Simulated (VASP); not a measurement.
CaO, 2 atoms in the cell. Symmetry: R-3m, No. 166, trigonal system. The conventional cell has a = 3.335 Å, b = 3.335 Å, c = 8.383 Å, α = 90.00°, β = 90.00°, γ = 120.00°. Ca (site symmetry -3m) has 6 O at 2.38 Å within 3.1 Å. Within 3.1 Å of O (site symmetry -3m) lie 6 Ca at 2.38 Å.  This cell differs from its parent crystal: epitaxial 111 strain -1.6%.

```yaml
Program: VASP 6.6.1
Task: single point
Functional: r2SCAN
Potentials_or_basis: VASP PAW PBE potentials, release 64 (Ca_sv, O_h)
Cutoff: 1480 eV
k_mesh: 10 × 10 × 10
Occupations: gaussian, width 0.01 eV
Spin: no spin polarisation
Dipole_correction: no
Further_INCAR_settings: ALGO = Normal; EDIFF = 1e-06; NBANDS = 15
```

Potentials or basis: VASP PAW PBE potentials, release 64 (Ca_sv, O_h).

Run with:

```sh
$ cat potpaw_PBE.64/Ca_sv/POTCAR potpaw_PBE.64/O_h/POTCAR > POTCAR
$ cp INCAR.step1 INCAR
$ mpirun -np 1 vasp_std > vasp.out
$ cp INCAR.step2 INCAR
$ mpirun -np 1 vasp_std > vasp.out
```

Hardware: 1 thread of Intel(R) Xeon(R) Platinum 8488C (Sapphire Rapids), with other jobs on the host.

**Question.** Estimate the wall time of this run.

**Answer.** Run time: 9.6 min on 1 thread of Intel(R) Xeon(R) Platinum 8488C (Sapphire Rapids), with other jobs on the host, peak memory 0.54 GiB. Counts: k points 116.
